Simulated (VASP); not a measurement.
Input of a VASP 6.6.1 run:

File INCAR:

```
SYSTEM = Co
PREC = Accurate
ENCUT = 520
EDIFF = 1E-6
ISMEAR = 0
SIGMA = 0.1
LREAL = .FALSE.
LASPH = .TRUE.
NELM = 150
ALGO = Fast
ISIF = 2
LWAVE = .FALSE.
LCHARG = .FALSE.
ISPIN = 2
MAGMOM = 1.78 1.78
LORBIT = 11
LMAXMIX = 4
GGA = PS
NBANDS = 20
```

KPOINTS

```
Automatic mesh
0
G
  18 18 10
  0 0 0
```

Contents of POSCAR:

```
Co
1.0
    2.4564188984      0.0000000000      0.0000000000
   -1.2282094492      2.1273211683      0.0000000000
    0.0000000000      0.0000000000      3.9694711002
Co
2
Direct
    0.6666666667      0.3333333333      0.2500068659
    0.3333333333      0.6666666667      0.7499931341
```

Potentials or basis: VASP PAW PBE potentials, release 64 (Co).

Launch:

```bash
$ cat potpaw_PBE.64/Co/POTCAR > POTCAR
$ mpirun -np 1 vasp_std > vasp.out
```

**Question.** What does it give for the net moment?

**Answer.** 3.14 μB per cell.

**Question.** What does it give for the site moments?

**Answer.** Co +1.58 μB.

Stress tensor (GPa, compression positive):
```
-0.85  0.00  0.00
 0.00 -0.85  0.00
 0.00  0.00 -0.99
```

Caveat: the PAW data sets were made with another functional, which shifts forces and pressure a little.
